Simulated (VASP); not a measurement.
Al8Ru7 (a cell with a defect), 15 atoms in the cell. The cell holds a defect, 15 atoms: a = 6.007 Å, b = 6.007 Å, c = 6.007 Å, α = 90.00°, β = 90.00°, γ = 90.00°. 

```yaml
Program: VASP 6.6.1
Task: single point
Functional: PBE
Potentials_or_basis: VASP PAW PBE potentials, release 64 (Al, Ru_pv)
Cutoff: 520 eV
k_mesh: 3 × 3 × 3
Occupations: methfessel-paxton, width 0.1 eV
Spin: no spin polarisation
Dipole_correction: no
Further_INCAR_settings: LREAL = Auto; ALGO = Normal; EDIFF = 1e-07; NBANDS = 74
```

Potentials or basis: VASP PAW PBE potentials, release 64 (Al, Ru_pv).

The run is started by

```console
$ cat potpaw_PBE.64/Al/POTCAR potpaw_PBE.64/Ru_pv/POTCAR > POTCAR
$ mpirun -np 1 vasp_std > vasp.out
```

Hardware: 1 thread of Intel Xeon 8259CL, with other jobs on the host.

**Question.** How long does it take, and how much memory?

**Answer.** It took 13 min on 1 thread of Intel Xeon 8259CL, with other jobs on the host, peak memory 0.4 GiB. Counts: scf iterations 20, k points 14.
